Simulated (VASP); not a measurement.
Runs of VASP 6.6.1 on W. The structure is that of space group Im-3m (No. 229), or close to it. The cells are those of the table. 

```csv
level,cell,k mesh,gap on the mesh (eV),pressure (GPa)
r2SCAN,"a = 2.744 Å, angles 109.5°, 1 atom",18 × 18 × 18,none,(a)
PBE,"a = 2.758 Å, angles 109.5°, 1 atom",8 × 8 × 8,none,0.5
PBE,"a = 2.782 Å, angles 109.5°, 1 atom",8 × 8 × 8,none,-7.1
r2SCAN,"a = 2.758 Å, angles 109.5°, 1 atom",18 × 18 × 18,none,-3.6
```

Alike in all rows: task single point; potentials or basis VASP PAW PBE potentials, release 64 (W_sv); no spin polarisation; cutoff (eV) 520; smearing gaussian 0.05 eV.

Question: Fill in the values left out.

Answer: (a) 1.2.

Caveats: spin-orbit coupling is left out, which moves the levels of the heavy elements; the PAW data sets were made with another functional, which shifts forces and pressure a little (at least some runs); the cell stands under tension (at least some runs).

A k mesh can miss the band edges, and the runs leave out spin-orbit coupling on W.

A gap of «none» marks levels without a gap at the run's occupations.
